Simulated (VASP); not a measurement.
# WS2 in VASP: notebook

The runs below take WS2 through single point, with r2SCAN.

Everything below comes from runs of VASP 6.6.1. Logs are shortened: lines on timing, memory, paths and dates and some standing lists are left out, and cuts for length are marked.

## Step 1: The cell of the first run

The cell holds a slab with vacuum, 6 atoms: a = 3.181 Å, b = 3.181 Å, c = 23.451 Å, α = 90.00°, β = 90.00°, γ = 120.00°.

## Step 2: Single point, r2SCAN (strain -0.0100 x Voigt [0, 0, 1, 0, 0, 0])

POSCAR reads:

```
WS2
1.0
    3.1814117282      0.0000000000      0.0000000000
   -1.5907058641      2.7551833765      0.0000000000
    0.0000000000      0.0000000000     23.4512648840
W S
2 4
Direct
    0.3333333333      0.6666666667      0.6379434935
    0.6666666667      0.3333333333      0.3620565065
    0.3333333333      0.6666666667      0.2962425097
    0.6666666667      0.3333333333      0.5721038223
    0.3333333333      0.6666666667      0.4278961777
    0.6666666667      0.3333333333      0.7037574903
```

INCAR.step1 reads:

```
PREC = Accurate ; ENCUT = 520
ISMEAR = 0 ; SIGMA = 0.05
LREAL = False ; LASPH = True
NELM = 100 ; NBANDS = 35
GGA = PE ; ALGO = Normal
EDIFF = 1E-4 ; LWAVE = True
LCHARG = False
```

INCAR.step2 reads:

```
PREC = Accurate ; ENCUT = 520
EDIFF = 1E-7 ; ISMEAR = 0
SIGMA = 0.05 ; LREAL = False
LASPH = True ; NELM = 100
ALGO = Normal ; ISIF = 2
LWAVE = False ; LCHARG = False
METAGGA = R2SCAN ; LMIXTAU = True
NBANDS = 35 ; ISTART = 1
```

KPOINTS reads:

```
regular mesh
0
Gamma
  12 12 2
```

Potentials or basis: VASP PAW PBE potentials, release 64 (W_sv, S).

Run with:

```bash
$ cat potpaw_PBE.64/W_sv/POTCAR potpaw_PBE.64/S/POTCAR > POTCAR
$ cp INCAR.step1 INCAR
$ mpirun -np 1 vasp_std > vasp.out
$ cp INCAR.step2 INCAR
$ mpirun -np 1 vasp_std > vasp.out
```

OUTCAR:

```text
PREC = Accurate
   ENCUT = 520
   EDIFF = 1E-7
   ISMEAR = 0
   LREAL = False
   LASPH = True
   NELM = 100
   ISIF = 2
   METAGGA = R2SCAN
   ISTART = 1

 ion  position               nearest neighbor table
   1  0.333  0.667  0.638-   6 2.40   6 2.40   6 2.40   4 2.40   4 2.40   4 2.40
   2  0.667  0.333  0.362-   3 2.40   3 2.40   3 2.40   5 2.40   5 2.40   5 2.40
   3  0.333  0.667  0.296-   2 2.40   2 2.40   2 2.40
   4  0.667  0.333  0.572-   1 2.40   1 2.40   1 2.40
   5  0.333  0.667  0.428-   2 2.40   2 2.40   2 2.40
   6  0.667  0.333  0.704-   1 2.40   1 2.40   1 2.40

  LATTYP: Found a hexagonal cell.
 ALAT       =     3.1814117282
 C/A-ratio  =     7.3713391687

  Lattice vectors:

 A1 = (   3.1814117282,   0.0000000000,   0.0000000000)
 A2 = (  -1.5907058641,   2.7551833765,   0.0000000000)
 A3 = (   0.0000000000,   0.0000000000,  23.4512648840)

Analysis of symmetry for initial positions (statically):
=====================================================================
 Subroutine PRICEL returns:
 Original cell was already a primitive cell.

 Routine SETGRP: Setting up the symmetry group for a
 hexagonal supercell.

 Subroutine GETGRP returns: Found 12 space group operations
 (whereof 12 operations were pure point group operations)
 out of a pool of 24 trial point group operations.

The static configuration has the point symmetry D_3d.

Analysis of symmetry for dynamics (positions and initial velocities):
=====================================================================
 Subroutine PRICEL returns:
 Original cell was already a primitive cell.

 Routine SETGRP: Setting up the symmetry group for a
 hexagonal supercell.

 Subroutine GETGRP returns: Found 12 space group operations
 (whereof 12 operations were pure point group operations)
 out of a pool of 24 trial point group operations.

The dynamic configuration has the point symmetry D_3d.

 Subroutine INISYM returns: Found 12 space group operations
 (whereof 12 operations are pure point group operations),
 and found     1 'primitive' translations

----------------------------------------------------------------------------------------

                                     Primitive cell

  volume of cell :     205.5591

  direct lattice vectors                    reciprocal lattice vectors
     3.181411728  0.000000000  0.000000000     0.314325867  0.181476124  0.000000000
    -1.590705864  2.755183376  0.000000000     0.000000000  0.362952248  0.000000000
     0.000000000  0.000000000 23.451264884     0.000000000  0.000000000  0.042641623

  length of vectors
     3.181411728  3.181411728 23.451264884     0.362952248  0.362952248  0.042641623

  position of ions in fractional coordinates (direct lattice)
     0.333333333  0.666666667  0.637943494
     0.666666667  0.333333333  0.362056506
     0.333333333  0.666666667  0.296242510
     0.666666667  0.333333333  0.572103822
     0.333333333  0.666666667  0.427896178
     0.666666667  0.333333333  0.703757490

  ion indices of the primitive-cell ions
   primitive index   ion index
                 1           1
                 2           2
                 3           3
                 4           4
                 5           5
                 6           6

----------------------------------------------------------------------------------------

 KPOINTS: regular mesh

Automatic generation of k-mesh.
 Grid dimensions read from file:
 generate k-points for:   12   12    2

 Generating k-lattice:

  Cartesian coordinates                     Fractional coordinates (reciprocal lattice)
     0.026193822  0.015123010  0.000000000     0.083333333  0.000000000  0.000000000
     0.000000000  0.030246021  0.000000000     0.000000000  0.083333333  0.000000000
     0.000000000  0.000000000  0.021320812     0.000000000  0.000000000  0.500000000

  Length of vectors
     0.030246021  0.030246021  0.021320812

  Shift w.r.t. Gamma in fractional coordinates (k-lattice)
     0.000000000  0.000000000  0.000000000

 Subroutine IBZKPT returns following result:
 ===========================================

 Found     38 irreducible k-points:

 Following reciprocal coordinates:
            Coordinates               Weight
  0.000000  0.000000  0.000000      1.000000
  0.083333  0.000000  0.000000      6.000000
  0.166667  0.000000  0.000000      6.000000
  0.250000  0.000000  0.000000      6.000000
  0.333333  0.000000  0.000000      6.000000
  0.416667  0.000000  0.000000      6.000000
[... 16 lines left out ...]
  0.250000  0.000000  0.500000      6.000000
  0.333333  0.000000  0.500000      6.000000
 [... further k-points ...]
   k-points           NKPTS =     38   k-points in BZ     NKDIM =     38   number of bands    NBANDS=     35
   number of dos      NEDOS =    301   number of ions     NIONS =      6
   total plane-waves  NPLWV = 103680
   dimension x,y,z NGX =    24 NGY =   24 NGZ =  180
   dimension x,y,z NGXF=    48 NGYF=   48 NGZF=  360
   ions per type =               2   4
   NGX,Y,Z   is equivalent  to a cutoff of  12.54, 12.54, 12.76 a.u.
   NGXF,Y,Z  is equivalent  to a cutoff of  25.08, 25.08, 25.52 a.u.
 SYSTEM =  unknown system
   PREC   = accura    normal or accurate (medium, high low for compatibility)
   ISTART =      1    job   : 0-new  1-cont  2-samecut
   ICHARG =      0    charge: 1-file 2-atom 10-const
   ISPIN  =      1    spin polarized calculation?
   LNONCOLLINEAR =      F non collinear calculations
   LSORBIT =      F    spin-orbit coupling
   LASPH  =      T    aspherical Exc in radial PAW
   ENCUT  =  520.0 eV  38.22 Ry    6.18 a.u.   5.92  5.92 43.60*2*pi/ulx,y,z
   NELM   =    100;   NELMIN=  2; NELMDL=  0     # of ELM steps
   EDIFF  = 0.1E-06   stopping-criterion for ELM
   LREAL  =      F    real-space projection
   EDIFFG = 0.1E-05   stopping-criterion for IOM
   NSW    =      0    number of steps for IOM
   IBRION =     -1    ionic relax: 0-MD 1-quasi-New 2-CG
   NFREE  =      0    steps in history (QN), initial steepest desc. (CG)
   ISIF   =      2    stress and relaxation
   ISYM   =      2    0-nonsym 1-usesym 2-fastsym
   POTIM  = 0.5000    time-step for ionic-motion
   TEBEG  =    0.0;   TEEND  =   0.0 temperature during run
   PSTRESS=    0.0 pullay stress
   NELECT =      52.0000    total number of electrons
   NUPDOWN=      -1.0000    fix difference up-down
   EMIN   =  10.00;   EMAX   =-10.00  energy-range for DOS
   EFERMI =   0.00;   METHOD = LEGACY
   ISMEAR =     0;   SIGMA  =   0.05  broadening in eV -4-tet -1-fermi 0-gaus
   EFERMI_NEDOS =   21; number of points for ismear=-14 and -15
   IALGO  =     38    algorithm
   IMIX   =      4    mixing-type and parameters
     AMIX     =   0.40;   BMIX     =  1.00
     AMIX_MAG =   1.60;   BMIX_MAG =  1.00
  volume/ion in A,a.u.               =      34.26       231.20
  Fermi-wavevector in a.u.,A,eV,Ry     =   1.035374  1.956572 14.585423  1.071998
  Thomas-Fermi vector in A             =   2.169714
   LORBIT       =      0    0 simple, 1 ext, 2 COOP (PROOUT), +10 PAW based schemes
   METAGGA = R2SCAN    functional components
   LHFCALC =     F    Hartree Fock is set to
   AEXX    =    0.0000 exact exchange contribution
   IVDW    =     0    specifies the selected vdW correction
   LEPSILON=     F    determine dielectric tensor
   LRPA    =     F    only Hartree local field effects (RPA)
 non-spin polarized calculation
 Gauss-broadening in eV      SIGMA  =   0.05
  energy-cutoff  :      520.00
  volume of cell :      205.56
 maximum number of plane-waves:      5577
 NGX is ok and might be reduce to    24
   NGX = 11   NGY = 11   NGZ = 87

 number of electron      51.9999999 magnetization

 Free energy of the ion-electron system (eV)
  ---------------------------------------------------
  ext. energy  EPLUGINS =         0.00000000
  ---------------------------------------------------
  free energy    TOTEN  =      -140.11079214 eV

  energy without entropy =     -140.11079214  energy(sigma->0) =     -140.11079214

 E-fermi :   1.2499     XC(G=0):  -6.3994

 val. band max:        0.9992208253   @ k =   0.0000   0.0000   0.5000
 cond. band min:       2.4675846407   @ k =   0.3333   0.3333   0.5000
 fundamental gap:      1.4683638154
 Fermi energy:         1.2499427414

 k-point     1 :       0.0000    0.0000    0.0000
  band No.  band energies     occupation
      1     -75.3386      2.00000
      2     -75.3386      2.00000
      3     -38.9340      2.00000
      4     -38.9339      2.00000
      5     -38.7841      2.00000
      6     -38.7841      2.00000
[... 27 lines left out ...]
     34       3.9187      0.00000
     35       6.2515      0.00000

 k-point     2 :       0.0833    0.0000    0.0000
  band No.  band energies     occupation
      1     -75.3373      2.00000
      2     -75.3372      2.00000
      3     -38.9294      2.00000
      4     -38.9294      2.00000
      5     -38.8089      2.00000
      6     -38.8089      2.00000
[... 27 lines left out ...]
     34       3.9239      0.00000
     35       6.5164      0.00000

 k-point     3 :       0.1667    0.0000    0.0000
  band No.  band energies     occupation
      1     -75.3337      2.00000
      2     -75.3337      2.00000
      3     -38.9168      2.00000
      4     -38.9168      2.00000
      5     -38.8762      2.00000
      6     -38.8762      2.00000
[... 27 lines left out ...]
     34       4.4595      0.00000
     35       6.9588      0.00000

 k-point     4 :       0.2500    0.0000    0.0000
  band No.  band energies     occupation
      1     -75.3289      2.00000
      2     -75.3289      2.00000
      3     -38.9669      2.00000
      4     -38.9669      2.00000
      5     -38.8996      2.00000
      6     -38.8996      2.00000
[... 27 lines left out ...]
     34       5.0287      0.00000
     35       7.5904      0.00000

 k-point     5 :       0.3333    0.0000    0.0000
  band No.  band energies     occupation
      1     -75.3241      2.00000
      2     -75.3241      2.00000
      3     -39.0563      2.00000
      4     -39.0563      2.00000
      5     -38.8824      2.00000
      6     -38.8824      2.00000
[... 638 lines left out ...]
 k-point    22 :       0.1667    0.0000    0.5000
  band No.  band energies     occupation
      1     -75.3337      2.00000
      2     -75.3337      2.00000
      3     -38.9168      2.00000
      4     -38.9168      2.00000
      5     -38.8762      2.00000
      6     -38.8762      2.00000
[... 27 lines left out ...]
     34       4.4595      0.00000
     35       6.9603      0.00000

 k-point    23 :       0.2500    0.0000    0.5000
  band No.  band energies     occupation
      1     -75.3289      2.00000
      2     -75.3289      2.00000
      3     -38.9669      2.00000
      4     -38.9669      2.00000
      5     -38.8996      2.00000
      6     -38.8996      2.00000
[... 27 lines left out ...]
     34       5.0287      0.00000
     35       7.5886      0.00000

 k-point    24 :       0.3333    0.0000    0.5000
  band No.  band energies     occupation
      1     -75.3241      2.00000
      2     -75.3241      2.00000
      3     -39.0563      2.00000
      4     -39.0563      2.00000
      5     -38.8824      2.00000
      6     -38.8824      2.00000
[... 27 lines left out ...]
     34       5.4527      0.00000
     35       7.7062      0.00000

 [... further k-points ...]
[... 5 lines left out ...]
  --------------------------------------------------------------------------------------
  -------------------------------------------------------------------------------------
  Total        0.8730495      0.8730495      2.1597761      0.0000000      0.0000000      0.0000000
  in kB        6.8047598      6.8047598     16.8338193      0.0000000      0.0000000      0.0000000
  external PRESSURE =      10.1477797 kB  Pullay stress =       0.0000000 kB

 VOLUME and BASIS-vectors are now :
 -----------------------------------------------------------------------------
  energy-cutoff  :      520.00
  volume of cell :      205.56
      direct lattice vectors                 reciprocal lattice vectors
     3.181411728  0.000000000  0.000000000     0.314325867  0.181476124  0.000000000
    -1.590705864  2.755183376  0.000000000     0.000000000  0.362952248  0.000000000
     0.000000000  0.000000000 23.451264884     0.000000000  0.000000000  0.042641623

 POSITION                                       TOTAL-FORCE (eV/Angst)
 -----------------------------------------------------------------------------------
     -0.00000      1.83679     14.96058        -0.000000      0.000000      0.002145
      1.59071      0.91839      8.49068         0.000000      0.000000     -0.002145
     -0.00000      1.83679      6.94726        -0.000000      0.000000     -0.353165
      1.59071      0.91839     13.41656        -0.000000      0.000000     -0.347430
     -0.00000      1.83679     10.03471         0.000000      0.000000      0.347430
      1.59071      0.91839     16.50400         0.000000      0.000000      0.353165
 -----------------------------------------------------------------------------------
    total drift:                                0.000000      0.000000     -0.000000

  FREE ENERGIE OF THE ION-ELECTRON SYSTEM (eV)
  ---------------------------------------------------
  free  energy   TOTEN  =      -140.1107921398 eV

  energy  without entropy=     -140.1107921398  energy(sigma->0) =     -140.11079214
```

Wall time 37 min (1 thread of Oxide Virtual Turin-like, shared host); peak memory 0.45 GiB.

Results:

| Quantity | Value |
| --- | --- |
| Free energy | -140.1108 eV |
| Largest force | 0.353 eV/Å |
| Band gap on the k mesh | 1.47 eV (least direct gap 1.86 eV) |

Forces in eV/Å, atoms in the order of the input:
```
W    0.000  0.000  0.002
W    0.000  0.000 -0.002
S    0.000  0.000 -0.353
S    0.000  0.000 -0.347
S    0.000  0.000  0.347
S    0.000  0.000  0.353
```

Levels at points of the mesh, in eV from the valence-band top:
```csv
k point,band 23,band 24,band 25,band 26,band 27,band 28,band 29,band 30
"(0.00, 0.00, 0.00)",-2.24,-2.17,-0.50,0.00,2.69,2.69,2.69,2.69
"(0.50, 0.00, 0.00)",-1.90,-1.85,-1.40,-1.35,2.59,2.60,3.05,3.12
"(0.00, 0.00, 0.50)",-2.24,-2.17,-0.50,0.00,2.69,2.69,2.69,2.69
"(0.50, 0.00, 0.50)",-1.90,-1.85,-1.40,-1.35,2.59,2.60,3.05,3.12
```

Caveat: the cell differs from its parent crystal (strain -0.0100 x Voigt [0, 0, 1, 0, 0, 0]); there is no dipole correction, which matters where the two faces differ; the PAW data sets were made with another functional, which shifts forces and pressure a little; spin-orbit coupling is left out, which moves the levels of the heavy elements.

(Continued in part 2 of 2.)
